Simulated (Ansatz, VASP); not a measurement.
## Ni: VASP and Ansatz over several settings

```xyz
2
Lattice="2.4480 0.0000 0.0000 -1.2240 2.1201 0.0000 0.0000 0.0000 4.0728" Properties=species:S:1:pos:R:3 pbc="T T T"
Ni    1.2240    0.7067    3.0546
Ni    0.0000    1.4134    1.0182
```

Single points on this cell with VASP 6.6.1 and Ansatz 0.2.0. Each row is one pair of runs. Alike in all rows: VASP's potentials, cutoff: VASP PAW PBE potentials, release 64 (Ni), 520 eV.

```csv
level,spin,k mesh,smearing,"Ansatz's potentials, cutoff","gap on the k mesh at the Fermi level (eV), VASP","gap on the k mesh at the Fermi level (eV), Ansatz","pressure (GPa), VASP","pressure (GPa), Ansatz","net moment per atom (μB), VASP","net moment per atom (μB), Ansatz"
PBE,"collinear, typed start",12 × 12 × 7,"gaussian, width 0.027 eV","Ansatz PAW, 420 eV",none,none,6.9,7.3,0.64,0.67
PBE,"collinear, typed start",12 × 12 × 7,"gaussian, width 0.028 eV","Ansatz PAW, 420 eV",none,none,6.9,7.3,0.64,0.67
PBE,off,12 × 12 × 7,"fermi-dirac, width 0.05 eV","Ansatz PAW, 420 eV",none,none,5.9,6.0,-,-
PBE,"collinear, typed start",12 × 12 × 7,"fermi-dirac, width 0.05 eV","Ansatz PAW, 420 eV",none,none,6.1,7.3,0.00,0.65
PBE,"non-collinear, typed start",9 × 9 × 5,"fermi-dirac, width 0.05 eV","Ansatz PAW, 420 eV",none,none,6.5,6.7,0.54,0.55
r2SCAN,"collinear, typed start",12 × 12 × 7,"fermi-dirac, width 0.05 eV","Ansatz PAW, 500 eV",none,none,-0.2,-0.5,0.71,0.74
```

Pressure (GPa): the two programs differ by at most 1.16; net moment per atom (μB): the two programs differ by at most 0.65.

VASP's potentials hold 20 valence electrons a cell and Ansatz's 36, so a difference there can come from the potentials and not from the codes.

A gap of «none» marks a metal or a gap that the smearing closes.

In some rows the two programs ended in different magnetic states.

Noted on Ansatz's runs: the magnetic or orbital state may not be the lowest.
